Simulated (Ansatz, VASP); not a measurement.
Pt in VASP and in Ansatz

Contents of INCAR:

```
  ALGO = Fast
  EDIFF = 1E-6
  ENCUT = 520
  GGA = PS
  ISIF = 2
  ISMEAR = 0
  LASPH = True
  LCHARG = True
  LELF = True
  LREAL = False
  LVHAR = True
  LWAVE = False
  NBANDS = 50
  NELM = 100
  PREC = Accurate
  SIGMA = 0.15
```

File KPOINTS:

```
k-points
0
Gamma
  8 8 8
```

The input POSCAR:

```
Pt
1.0
   -2.7251696234      0.0000000000      4.7068056229
   -2.7251696234      0.0000000000     -4.7068056229
    2.7251696234     -4.7201322469      0.0000000000
Pt
8
Direct
    0.5416666667      0.7916666667      0.3333333333
    0.5416666667      0.7916666667      0.8333333333
    0.0416666667      0.2916666667      0.3333333333
    0.0416666667      0.2916666667      0.8333333333
    0.4583333333      0.2083333333      0.1666666667
    0.4583333333      0.2083333333      0.6666666667
    0.9583333333      0.7083333333      0.1666666667
    0.9583333333      0.7083333333      0.6666666667
```

Input for Ansatz:

```yaml
crystal:
  lattice:
    - [-2.7251696234, 0.0, 4.7068056229]
    - [-2.7251696234, 0.0, -4.7068056229]
    - [2.7251696234, -4.7201322469, 0.0]
  atoms:
    - { symbol: Pt, position: [0.5416666667, 0.7916666667, 0.3333333333] }
    - { symbol: Pt, position: [0.5416666667, 0.7916666667, 0.8333333333] }
    - { symbol: Pt, position: [0.0416666667, 0.2916666667, 0.3333333333] }
    - { symbol: Pt, position: [0.0416666667, 0.2916666667, 0.8333333333] }
    - { symbol: Pt, position: [0.4583333333, 0.2083333333, 0.1666666667] }
    - { symbol: Pt, position: [0.4583333333, 0.2083333333, 0.6666666667] }
    - { symbol: Pt, position: [0.9583333333, 0.7083333333, 0.1666666667] }
    - { symbol: Pt, position: [0.9583333333, 0.7083333333, 0.6666666667] }
basis:
  ecutwfc: 420
kpoints:
  mp_grid: { grid: [8, 8, 8] }
hamiltonian:
  xc: pbesol
scf:
  occupations: { method: gaussian, width: 0.15 }
output:
  forces: true
  stress: true
  eigenvalues: true
  write_density: true
  write_potential: true
  elf: true
  volumetric_format: npy
```

Alike in both runs: task single point; functional PBEsol; k mesh 8 × 8 × 8; occupations gaussian, width 0.15 eV; no spin polarisation.

|  | VASP | Ansatz |
| --- | --- | --- |
| version | VASP 6.6.1 | Ansatz 0.2.0 |
| potentials or method | VASP PAW PBE potentials, release 64 (Pt), cutoff 520 eV | scalar-relativistic, plane waves, PAW |
| valence electrons in the cell | 80 | 144 |

|  | VASP | Ansatz | Ansatz less VASP |
| --- | --- | --- | --- |
| gap on the k mesh at the Fermi level (eV) | none | none | - |
| pressure (GPa) | -0.3 | 0.1 | +0.40 |
| traceless stress, the component that is largest in VASP (GPa) | -0.82 | -0.71 | +0.108 |
| rms of the force components (eV/Å) | 0.004 | 0.004 | 0.0000 |

VASP's potentials were made for PBE, not for PBEsol. Atom by atom the forces differ by 0.000 eV/Å (rms over components). A gap of «none» marks a metal or a gap that the smearing closes. The functional is the same, so the differences come from potentials, cutoffs and numerics. VASP's potentials hold 80 valence electrons a cell and Ansatz's 144, so a difference there can come from the potentials and not from the codes.

Neither program's run includes spin-orbit coupling.
